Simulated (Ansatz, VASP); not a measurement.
# Ti5Si in VASP and in Ansatz

```xyz
6
Lattice="2.5242 1.4574 4.4384 -2.5242 1.4574 4.4384 0.0000 -2.9147 4.4384" Properties=species:S:1:pos:R:3 pbc="T T T"
Ti    0.0000    0.0000    2.0154
Ti    0.5278    1.4574    4.4384
Ti   -1.5260   -0.2716    4.4384
Ti    0.0000    0.0000   11.2997
Ti    0.9982   -1.1858    4.4384
Si    0.0000    0.0000    6.6575
```

Alike in both runs: functional PBE; k mesh 12 × 12 × 12; occupations gaussian, width 0.1 eV; no spin polarisation.

Ansatz relaxed the structure, and its values are those at the end. VASP's run is a single point on that final structure, the one shown.

|  | VASP | Ansatz |
| --- | --- | --- |
| version | VASP 6.6.1 | Ansatz 0.2.0 |
| potentials or method | VASP PAW PBE potentials, release 64 (Ti_sv, Si), cutoff 520 eV | scalar-relativistic, plane waves, PAW |
| valence electrons in the cell | 64 | 64 |

```tsv
	VASP	Ansatz	Ansatz less VASP
gap on the k mesh at the Fermi level (eV)	none	none	-
pressure (GPa)	-0.2	0.0	+0.17
```

A gap of «none» marks a metal or a gap that the smearing closes. With one functional, cell and mesh, what is left measures potentials, basis and numerics.
